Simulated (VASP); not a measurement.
Here is a VASP 6.6.1 calculation.

Contents of INCAR:

```
  ALGO = Normal
  EDIFF = 1E-6
  ENCUT = 520
  GGA = PE
  ISIF = 2
  ISMEAR = -1
  LASPH = True
  LCHARG = True
  LELF = True
  LREAL = False
  LVHAR = True
  LWAVE = False
  NBANDS = 11
  NELM = 80
  PREC = Accurate
  SIGMA = 0.02
```

File KPOINTS:

```
k-points
0
Gamma
  10 10 10
```

POSCAR

```
AlN
1.0
   -0.0385909120      2.1899830288      2.1899830288
    2.1899830288     -0.0385909120      2.1899830288
    2.1899830288      2.1899830288     -0.0385909120
Al N
1 1
Direct
   -0.0010508975     -0.0010508975     -0.0010508975
    0.2510508975      0.2510508975      0.2510508975
```

Potentials or basis: VASP PAW PBE potentials, release 64 (Al, N).

Launch:

```bash
$ cat potpaw_PBE.64/Al/POTCAR potpaw_PBE.64/N/POTCAR > POTCAR
$ mpirun -np 1 vasp_std > vasp.out
```

Estimate the pressure.

-2.2 GPa.

What does it give for the largest force?

0.030 eV/Å.

Stress tensor (GPa, compression positive):
```
-2.19  3.10  3.10
 3.10 -2.19  3.10
 3.10  3.10 -2.19
```

Caveat: the cell differs from its parent crystal (epitaxial 111 strain +2.0%).
